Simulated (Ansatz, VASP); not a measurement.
LiH: VASP beside Ansatz

POSCAR

```
LiH
1.0
    0.0066766495      2.0096714906      2.0096714906
    2.0096714906      0.0066766495      2.0096714906
    2.0096714906      2.0096714906      0.0066766495
Li H
1 1
Direct
    0.0000000000      0.0000000000      0.0000000000
    0.5000000000      0.5000000000      0.5000000000
```

Contents of INCAR.step1:

```
PREC = Accurate
ENCUT = 520
EDIFF = 1E-5
ISMEAR = 0
SIGMA = 0.01
LREAL = F
LASPH = T
NELM = 60
ALGO = Normal
ISIF = 2
LWAVE = T
GGA = PE
NBANDS = 9
```

Contents of INCAR.step2:

```
PREC = Accurate
ENCUT = 520
EDIFF = 1E-6
ISMEAR = 0
SIGMA = 0.01
LREAL = F
LASPH = T
NELM = 60
ALGO = Normal
ISIF = 2
LWAVE = F
LCHARG = T
GGA = PE
LHFCALC = T
HFSCREEN = 0.2079
PRECFOCK = Normal
LELF = T
LVHAR = T
ISTART = 1
NBANDS = 9
```

The input KPOINTS:

```
regular mesh
0
Gamma
  8 8 8
```

Input for Ansatz:

```yaml
crystal:
  lattice:
    - [0.0066766495, 2.0096714906, 2.0096714906]
    - [2.0096714906, 0.0066766495, 2.0096714906]
    - [2.0096714906, 2.0096714906, 0.0066766495]
  atoms:
    - { symbol: Li, position: [0.0, 0.0, 0.0] }
    - { symbol: H, position: [0.5, 0.5, 0.5] }
kpoints:
  mp_grid: { grid: [8, 8, 8] }
  band_path:
    path:
      - [0.0, 0.0, 0.0]
      - [0.5, 0.0, 0.5]
      - [0.625, 0.25, 0.625]
      - [0.375, 0.375, 0.75]
      - [0.5, 0.5, 0.5]
      - [0.5, 0.25, 0.75]
      - [0.0, 0.5, 0.5]
    npoints: 1
hamiltonian:
  xc: hse06
scf:
  occupations: { method: fixed }
  n_extra_bands: 4
output:
  forces: true
  stress: true
  eigenvalues: true
```

Change from the starting cell: shear_111 strain +0.5%.

Alike in both runs: task single point; functional HSE06; k mesh 8 × 8 × 8; no spin polarisation.

|  | VASP | Ansatz |
| --- | --- | --- |
| version | VASP 6.6.1 | Ansatz 0.2.0 |
| potentials or method | VASP PAW PBE potentials, release 64 (Li_sv, H) | plane waves, PAW |
| plane-wave cutoff (eV) | 520 | 420 |
| occupations | gaussian, width 0.01 eV | fixed |
| valence electrons in the cell | 4 | 4 |

```tsv
	VASP	Ansatz	Ansatz less VASP
gap on the k mesh at the Fermi level (eV)	3.97	3.97	+0.002
```

Ansatz's warnings: stress exchange threshold loose, stress scf threshold loose.

Noted on VASP's run: the cutoff is under 1.25 times that of the potentials, so the pressure is a little rough.
